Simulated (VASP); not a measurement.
A run of VASP 6.6.1:

INCAR

```
PREC     = Accurate       # precision mode
ENCUT    = 400            # plane-wave cutoff, eV
EDIFF    = 1E-6           # SCF threshold, eV
ISMEAR   = -1             # smearing method
SIGMA    = 0.2809         # smearing width, eV
LREAL    = Auto         
LASPH    = T              # aspherical terms in the spheres
NELM     = 120            # most SCF steps
ALGO     = Normal         # electronic algorithm
ISIF     = 2              # what is computed and relaxed
LWAVE    = F              # write WAVECAR
LCHARG   = T              # write CHGCAR
GGA      = PE             # functional
LELF     = T              # ELF
LVHAR    = T            
NBANDS   = 119            # bands
ISYM     = -1           
GGA_COMPAT= F
```

The input KPOINTS:

```
explicit points
1
Reciprocal
  0.25000000   0.25000000   0.25000000 1
```

File POSCAR:

```
Co14NiW5
1.0
    6.4067140000     -0.0639040000     -0.2633820000
   -0.0639040000      6.1558140000      0.0545630000
   -0.2633820000      0.0545630000      6.6380590000
Co W Ni
14 5 1
Direct
    0.7585726353      0.9394070444      0.4892287808
    0.6145664124      0.2063328848      0.6957716992
    0.2730927528      0.5222627411      0.8444445121
    0.3266610463      0.3541878381      0.2422977995
    0.5122548612      0.6094460218      0.5702908797
    0.5444748828      0.0727872050      0.1515610806
    0.2809655371      0.8115529321      0.1285105333
    1.0165200206      0.2687039528      0.9431691978
   -0.0379893113      0.5512794140      0.0622912271
    0.6798392027      0.4710158914      1.0040911611
    0.3529185491      1.0142500972      0.5117379742
    0.6261945899      0.7389560826      0.2185206131
    0.8317607006      0.5235161699      0.7240743392
    0.2938723849      0.1094391329      0.9263910383
    0.1137669716      0.6358674832      0.4138740459
    0.0443715337      0.8916736237      0.7785961642
    0.7039498554      0.8684101936      0.8962590805
    0.9535467788      0.9920682388      0.2146857746
    0.7625272662      0.3696543150      0.4164055348
    0.0461756710      0.2351819749      0.6052511143
```

Potentials or basis: VASP PAW PBE potentials, release 64 (Co, W_sv, Ni).

Run with:

```bash
$ cat potpaw_PBE.64/Co/POTCAR potpaw_PBE.64/W_sv/POTCAR potpaw_PBE.64/Ni/POTCAR > POTCAR
$ mpirun -np 1 vasp_std > vasp.out
```

Hardware: 1 thread of AMD EPYC 7R13 (shared host).

Question: How long does it take, and how much memory?

Answer: Wall time 3.7 min on 1 thread of AMD EPYC 7R13 (shared host), peak memory 0.25 GiB. Counts: scf iterations 36, k points 1.
